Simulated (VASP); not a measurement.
A run of VASP 6.6.1 is set up as follows.

The input POSCAR:

```
Au
1.0
    2.6500000000      0.0000000000      0.0000000000
    0.0000000000      2.6500000000      0.0000000000
    0.0000000000      0.0000000000      2.6500000000
Au
1
Direct
    0.0000000000      0.0000000000      0.0000000000
```

INCAR.step1

```
PREC = Accurate
ENCUT = 600
ISMEAR = 0
SIGMA = 0.05
LREAL = F
LASPH = T
NELM = 60
GGA = PE
ALGO = Normal
EDIFF = 1E-4
LWAVE = T
LCHARG = F
```

Contents of INCAR.step2:

```
PREC = Accurate
ENCUT = 600
EDIFF = 1E-6
ISMEAR = 0
SIGMA = 0.05
LREAL = F
LASPH = T
NELM = 60
ALGO = Normal
ISIF = 3
LWAVE = F
LCHARG = F
METAGGA = R2SCAN
LMIXTAU = T
IBRION = 2
NSW = 80
EDIFFG = -0.03
PSTRESS = 150.0
ISTART = 1
```

Contents of KPOINTS:

```
regular mesh
0
Gamma
  8 8 8
```

Potentials or basis: VASP PAW PBE potentials, release 64 (Au).

The run is started by

```console
$ cat potpaw_PBE.64/Au/POTCAR > POTCAR
$ cp INCAR.step1 INCAR
$ mpirun -np 1 vasp_std > vasp.out
$ cp INCAR.step2 INCAR
$ mpirun -np 1 vasp_std > vasp.out
```

(1) Predict the relaxed cell.

(2) Estimate the space group after relaxing (to 0.05 Å).

(3) Predict the relaxed volume.

Results:

(1) a = 2.642 Å, b = 2.642 Å, c = 2.642 Å, α = 90.00°, β = 90.00°, γ = 90.00°.

(2) Pm-3m (No. 221).

(3) 18.45 Å³/atom.

Caveat: the cell is relaxed towards a set pressure, so the enthalpy falls and the energy may rise; the PAW data sets were made with another functional, which shifts forces and pressure a little.
